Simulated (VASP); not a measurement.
CdS (Greenockite), 4 atoms in the cell. Symmetry: P6_3mc, No. 186, hexagonal system. The conventional cell has a = 4.150 Å, b = 4.150 Å, c = 6.737 Å, α = 90.00°, β = 90.00°, γ = 120.00°. Within 3.3 Å of Cd (site symmetry 3m) lie 4 S at 2.53 to 2.54 Å. S (site symmetry 3m) has 4 Cd at 2.53 to 2.54 Å within 3.3 Å. 

- Program: VASP 6.6.1
- Task: single point
- Functional: PBEsol
- Potentials or basis: VASP PAW PBE potentials, release 64 (Cd, S)
- Cutoff: 520 eV
- k mesh: 6 × 6 × 4
- Occupations: fermi-dirac, width 0.01 eV
- Spin: no spin polarisation
- Dipole correction: no
- Further INCAR settings: ALGO = Normal; EDIFF = 1e-07; NBANDS = 26

Potentials or basis: VASP PAW PBE potentials, release 64 (Cd, S).

The run is started by

```sh
$ cat potpaw_PBE.64/Cd/POTCAR potpaw_PBE.64/S/POTCAR > POTCAR
$ mpirun -np 1 vasp_std > vasp.out
```

Hardware: 1 thread of Intel(R) Xeon(R) Platinum 8488C (Sapphire Rapids), on a shared host.

Problem. How long does it take, and how much memory?

Solution. It took 80 s on 1 thread of Intel(R) Xeon(R) Platinum 8488C (Sapphire Rapids), on a shared host, peak memory 0.23 GiB. Counts: scf iterations 15, k points 21.
